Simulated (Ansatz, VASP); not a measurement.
**Mo in VASP and in Ansatz**

File INCAR:

```
SYSTEM = Mo
ALGO     = Normal         ! electronic algorithm
EDIFF    = 1E-7           ! SCF threshold, eV
EDIFFG   = -0.01          ! ionic threshold
ENCUT    = 600            ! plane-wave cutoff, eV
GGA      = PS             ! functional
IBRION   = 2              ! ionic algorithm
ISIF     = 3              ! what is computed and relaxed
ISMEAR   = -1             ! smearing method
IVDW     = 13             ! dispersion correction
LASPH    = .TRUE.         ! aspherical terms in the spheres
LCHARG   = .FALSE.        ! write CHGCAR
LREAL    = .FALSE.        ! projectors in reciprocal space
LWAVE    = .FALSE.        ! write WAVECAR
NELM     = 100            ! most SCF steps
NSW      = 60             ! ionic steps
PREC     = Accurate       ! precision mode
SIGMA    = 0.05           ! smearing width, eV
```

Contents of KPOINTS:

```
k-points
0
G
  12 12 12
  0 0 0
```

POSCAR

```
Mo
1.0
   -1.5838089719      1.5838089719      1.5838089719
    1.5838089719     -1.5838089719      1.5838089719
    1.5838089719      1.5838089719     -1.5838089719
Mo
1
Direct
    0.0000000000      0.0000000000      0.0000000000
```

Contents of input.yaml:

```yaml
crystal:
  lattice:
    - [-1.5838089719, 1.5838089719, 1.5838089719]
    - [1.5838089719, -1.5838089719, 1.5838089719]
    - [1.5838089719, 1.5838089719, -1.5838089719]
  atoms:
    - { symbol: Mo, position: [0.0, 0.0, 0.0] }
hamiltonian:
  xc: pbesol
  pseudopotentials: { kind: paw }
  dispersion: d4
kpoints:
  mp_grid: { grid: [12, 12, 12] }
scf:
  occupations: { method: fermi_dirac, width: 0.05 }
output:
  forces: true
  stress: true
  write_density: true
  write_potential: true
  elf: true
  volumetric_format: npy
relax:
  f_tol: 0.01
  max_steps: 40
  cell: { stress_tol: 0.05 }
```

Alike in both runs: task relaxation of cell and atoms; functional PBEsol; dispersion D4; k mesh 12 × 12 × 12; occupations fermi-dirac, width 0.05 eV; no spin polarisation.

|  | VASP | Ansatz |
| --- | --- | --- |
| version | VASP 6.6.1 | Ansatz 0.2.0 |
| potentials or method | VASP PAW PBE potentials, release 64 (Mo_sv) | Ansatz PAW |
| plane-wave cutoff (eV) | 600 | 420 |
| valence electrons in the cell | 14 | 14 |

```csv
,VASP,Ansatz,Ansatz less VASP
"gap on the k mesh at the Fermi level, each at its own relaxed structure (eV)",none,none,-
relaxed volume (Å³/atom),15.16,15.13,-0.026
relaxed cell length with the largest relative difference (Å),2.700,2.699,-0.0015
```

VASP's potentials were made for PBE, not for PBEsol. A gap of «none» marks a metal or a gap that the smearing closes.

Noted on Ansatz's run: the plane-wave basis is chosen anew once the cell has moved, so the energies of steps on either side of that aren't comparable.
